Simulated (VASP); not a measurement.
Wanted: the native input for a VASP 6.6.1 run.

| Quantity | Value |
| --- | --- |
| Task | single point |
| Functional | PBE |
| Potentials or basis | VASP PAW PBE potentials, release 64 (Ti_sv, Al) |
| Cutoff | 520 eV |
| k mesh | 1 × 1 × 1, shifted |
| Occupations | fermi-dirac, width 0.1568 eV |
| Spin | no spin polarisation |
| Dipole correction | no |
| Further INCAR settings | LREAL = Auto; ALGO = Normal; EDIFF = 1e-06; NBANDS = 118; ISYM = 0 |

The structure of Ti4Al lies in POSCAR:

```
Ti4Al
1.0
    7.4031320000      0.0101080000     -0.1346870000
    0.0101080000      7.0902150000     -0.0499130000
   -0.1346870000     -0.0499130000      7.0297780000
Ti Al
16 4
Direct
    0.8235779117      1.0100031046      0.3609858694
    0.4739427228      0.8570593362      0.6063665632
    0.3455868474      0.2557082897      0.7720622506
    0.0834630462      0.4089740916      0.5060982738
    0.7557441407      0.3962901239      0.1795372400
    0.3545277612      0.4251577349      0.1375656783
    0.5193159712      0.5180135673      0.4842988956
    0.9743666008      0.7611855156      0.0639083577
    0.6724254548      0.2428565274      0.6114413094
    0.7371794227     -0.0183709396      0.8983931692
    0.8918316543      0.7409819939      0.6089251701
    0.3518113238      0.1476582673      0.3741504325
    0.3827311726      0.9783201080      1.0145763927
    0.0890133189      0.0381364384      0.6678880103
    0.6625819951      0.5832153237      0.8503278777
    0.2543696826      0.6522321311      0.7306354698
    1.0319381791      0.4461418559      0.8760545406
    0.2022006005      0.7676774352      0.3909985317
    0.6073482964      0.7447377158      0.2433153669
    0.0415714196      0.1396083322      0.0784624209
```

The input as run:

INCAR

```
SYSTEM = Ti4Al
ALGO = Normal
EDIFF = 1E-6
ENCUT = 520
GGA = PE
ISIF = 2
ISMEAR = -1
ISYM = 0
LASPH = .True.
LCHARG = .False.
LREAL = Auto
LWAVE = .False.
NBANDS = 118
NELM = 80
PREC = Accurate
SIGMA = 0.1568
```

KPOINTS

```
Automatic mesh
0
Gamma
  1 1 1
  0.25 0.25 0.25
```

Potentials or basis: VASP PAW PBE potentials, release 64 (Ti_sv, Al).

The run is started by

```console
$ cat potpaw_PBE.64/Ti_sv/POTCAR potpaw_PBE.64/Al/POTCAR > POTCAR
$ mpirun -np 1 vasp_std > vasp.out
```

Results of the run:

| Quantity | Value |
| --- | --- |
| Pressure | -1.4 GPa |
| Largest force | 3.257 eV/Å |
| Band gap on the k mesh | 0.04 eV |

Caveat: the k points lie up to 0.89 Å⁻¹ apart.

Wall time 90 s on 1 thread of Intel(R) Xeon(R) 6975P-C (Granite Rapids), with other jobs on the host, peak memory 0.37 GiB.
